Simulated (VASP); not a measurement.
A run of VASP 6.6.1 is set up as follows.

The input POSCAR:

```
Os
1.0
    2.7822717212      0.0000000000      0.0000000000
   -1.3911358606      2.4095179908      0.0000000000
    0.0000000000      0.0000000000      4.3832459359
Os
2
Direct
    0.3333333333      0.6666666667      0.2500000000
    0.6666666667      0.3333333333      0.7500000000
```

File INCAR.step1:

```
SYSTEM = Os
ALGO = Normal
EDIFF = 1E-5
ENCUT = 660
GGA = PE
GGA_COMPAT = .False.
ISMEAR = -1
LASPH = .True.
LCHARG = .False.
LREAL = .False.
LWAVE = .True.
NBANDS = 15
NELM = 120
PREC = Accurate
SIGMA = 0.05
```

The input INCAR.step2:

```
SYSTEM = Os
ALGO = Normal
EDIFF = 1E-6
ENCUT = 660
GGA_COMPAT = .False.
ISIF = 2
ISMEAR = -1
ISTART = 1
LASPH = .True.
LCHARG = .False.
LMIXTAU = .True.
LREAL = .False.
LWAVE = .False.
METAGGA = R2SCAN
NBANDS = 15
NELM = 120
PREC = Accurate
SIGMA = 0.05
```

Contents of KPOINTS:

```
k-points
0
Gamma
  15 15 9
  0 0 0
```

Potentials or basis: VASP PAW PBE potentials, release 64 (Os).

Command:

```bash
$ cat potpaw_PBE.64/Os/POTCAR > POTCAR
$ cp INCAR.step1 INCAR
$ mpirun -np 1 vasp_std > vasp.out
$ cp INCAR.step2 INCAR
$ mpirun -np 1 vasp_std > vasp.out
```

(1) What does it give for the pressure?

(2) Predict the band gap on the k mesh.

Results:

(1) -17.5 GPa.

(2) zero (bands 8 and 9 overlap by 3.64 eV).

Caveat: the cell stands under tension; the PAW data sets were made with another functional, which shifts forces and pressure a little; spin-orbit coupling is left out, which moves the levels of the heavy elements.
